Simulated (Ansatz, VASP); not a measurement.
## Cu: VASP beside Ansatz

Contents of INCAR:

```
SYSTEM = Cu
ALGO     = Normal         ! electronic algorithm
EDIFF    = 1E-7           ! SCF threshold, eV
ENCUT    = 520            ! plane-wave cutoff, eV
GGA      = PE             ! functional
ISIF     = 2              ! what is computed and relaxed
ISMEAR   = 0              ! smearing method
LASPH    = .TRUE.         ! aspherical terms in the spheres
LCHARG   = .TRUE.         ! write CHGCAR
LELF     = .TRUE.         ! ELF
LREAL    = .FALSE.        ! projectors in reciprocal space
LVHAR    = .TRUE.       
LWAVE    = .FALSE.        ! write WAVECAR
NBANDS   = 18             ! bands
NELM     = 80             ! most SCF steps
PREC     = Accurate       ! precision mode
SIGMA    = 0.1            ! smearing width, eV
```

The input KPOINTS:

```
k-points
0
G
  18 18 10
  0 0 0
```

The input POSCAR:

```
Cu
1.0
    2.4015380730      0.0000000000      0.0000000000
   -1.2007690365      2.0797929794      0.0000000000
    0.0000000000      0.0000000000      4.1441966710
Cu
2
Direct
    0.3333333300      0.6666666700      0.2500000000
    0.6666666700      0.3333333300      0.7500000000
```

Input for Ansatz:

```yaml
crystal:
  lattice:
    - [2.401538073, 0.0, 0.0]
    - [-1.2007690365, 2.0797929794, 0.0]
    - [0.0, 0.0, 4.144196671]
  atoms:
    - { symbol: Cu, position: [0.33333333, 0.66666667, 0.25] }
    - { symbol: Cu, position: [0.66666667, 0.33333333, 0.75] }
basis:
  ecutwfc: 420
kpoints:
  mp_grid: { grid: [18, 18, 10] }
hamiltonian:
  xc: pbe
scf:
  occupations: { method: gaussian, width: 0.1 }
output:
  forces: true
  stress: true
  eigenvalues: true
  populations: true
```

Alike in both runs: task single point; functional PBE; k mesh 18 × 18 × 10; occupations gaussian, width 0.1 eV; no spin polarisation.

|  | VASP | Ansatz |
| --- | --- | --- |
| version | VASP 6.6.1 | Ansatz 0.2.0 |
| potentials or method | VASP PAW PBE potentials, release 64 (Cu), cutoff 520 eV | scalar-relativistic, plane waves, PAW |
| valence electrons in the cell | 22 | 38 |

|  | VASP | Ansatz | Ansatz less VASP |
| --- | --- | --- | --- |
| gap on the k mesh at the Fermi level (eV) | none | none | - |
| pressure (GPa) | 30.6 | 30.0 | -0.60 |
| traceless stress, the component that is largest in VASP (GPa) | -10.20 | -10.13 | +0.079 |

A gap of «none» marks a metal or a gap that the smearing closes. Both programs put the cell under a high pressure, so it lies far from rest at this level. VASP's potentials hold 22 valence electrons a cell and Ansatz's 38, so a difference there can come from the potentials and not from the codes.
